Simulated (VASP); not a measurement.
Wanted: the native input for a VASP 6.6.1 run.

```
Task                               : single point
Functional                         : r2SCANh
Potentials or basis                : VASP PAW PBE potentials, release 64 (Ta_pv, N)
Cutoff                             : 520 eV
k mesh                             : 5 × 5 × 3
Occupations                        : fermi-dirac, width 0.05 eV
Spin                               : no spin polarisation
Dipole correction                  : no
Grid for exact exchange (PRECFOCK) : Normal
Further INCAR settings             : ALGO = Normal; EDIFF = 1e-06; NBANDS = 24
Share of exact exchange            : 0.1
```

TaN:

```
Ta N
1.0
     2.92177    0.00000    0.00000
    -1.46088    2.53033    0.00000
     0.00000    0.00000    5.91652
Ta N
2 2
Cartesian
  0.0000 0.0000 2.9583
  0.0000 0.0000 0.0000
  0.0000 1.6869 1.4791
  1.4609 0.8434 4.4374
```

The input as run:

POSCAR

```
TaN
1.0
    2.9217699809      0.0000000000      0.0000000000
   -1.4608849905      2.5303270275      0.0000000000
    0.0000000000      0.0000000000      5.9165150000
Ta N
2 2
Direct
    0.0000000000      0.0000000000      0.5000000000
    0.0000000000      0.0000000000      0.0000000000
    0.3333333333      0.6666666667      0.2500000000
    0.6666666667      0.3333333333      0.7500000000
```

INCAR.step1

```
SYSTEM = TaN
ALGO = Normal ; EDIFF = 1E-5
ENCUT = 520 ; GGA = PE
ISIF = 2 ; ISMEAR = -1
LASPH = .True. ; LCHARG = .False.
LREAL = .False. ; LWAVE = .True.
NBANDS = 24 ; NELM = 100
PREC = Accurate ; SIGMA = 0.05
```

INCAR.step2

```
SYSTEM = TaN
AEXX = 0.1 ; ALGO = Normal
EDIFF = 1E-6 ; ENCUT = 520
ISIF = 2 ; ISMEAR = -1
ISTART = 1 ; LASPH = .True.
LCHARG = .False. ; LHFCALC = .True.
LMIXTAU = .True. ; LREAL = .False.
LWAVE = .False. ; METAGGA = R2SCAN
NBANDS = 24 ; NELM = 100
PREC = Accurate ; PRECFOCK = Normal
SIGMA = 0.05
```

KPOINTS

```
k-points
0
Gamma
  5 5 3
  0 0 0
```

Potentials or basis: VASP PAW PBE potentials, release 64 (Ta_pv, N).

The run is started by

```console
$ cat potpaw_PBE.64/Ta_pv/POTCAR potpaw_PBE.64/N/POTCAR > POTCAR
$ cp INCAR.step1 INCAR
$ mpirun -np 1 vasp_std > vasp.out
$ cp INCAR.step2 INCAR
$ mpirun -np 1 vasp_std > vasp.out
```

It gave:

- Pressure: -7.4 GPa
- Band gap on the k mesh: zero (bands 16 and 17 overlap by 1.30 eV)

Caveat: the k points lie up to 0.50 Å⁻¹ apart, too coarse for converged energies and pressures of a metal; the PAW data sets were made with another functional, which shifts forces and pressure a little; spin-orbit coupling is left out, which moves the levels of the heavy elements.

Run time: 31 min on 1 thread of Intel(R) Xeon(R) Platinum 8259CL CPU @ 2.50GHz (Skylake/Cascade Lake) (shared host), peak memory 0.19 GiB.
